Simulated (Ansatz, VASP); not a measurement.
**C in VASP and in Ansatz**

```
C
1.0
     1.23436   -2.13727   -0.01081
    -3.69811   -2.13423   -0.01449
    -0.00340   -0.02488   -4.50131
C
4
Cartesian
  -2.4668 -1.4350 -2.2603
  -0.0005 -1.4366 -2.2585
  -2.4667 -2.8598 -2.2681
  -1.2347 -0.7241 -2.2555
```

Change from the starting cell: cell x2, atoms moved at random (sigma 0.1 Å) and cell strained at random (1.5 %), then relaxed without symmetry.

Alike in both runs: functional PBE; k mesh 8 × 6 × 6; occupations gaussian, width 0.2 eV; no spin polarisation.

Ansatz relaxed the structure, and its values are those at the end. VASP's run is a single point on that final structure, the one shown.

|  | VASP | Ansatz |
| --- | --- | --- |
| version | VASP 6.6.1 | Ansatz 0.2.0 |
| potentials or method | VASP PAW PBE potentials, release 64 (C), cutoff 520 eV | scalar-relativistic, plane waves, PAW |
| valence electrons in the cell | 16 | 16 |

```tsv
	VASP	Ansatz	Ansatz less VASP
gap on the k mesh at the Fermi level (eV)	1.08	1.08	0.000
least direct gap on the mesh (eV)	1.25	1.25	0.000
pressure (GPa)	0.3	0.0	-0.33
rms of the force components (eV/Å)	0.005	0.005	+0.0002
```
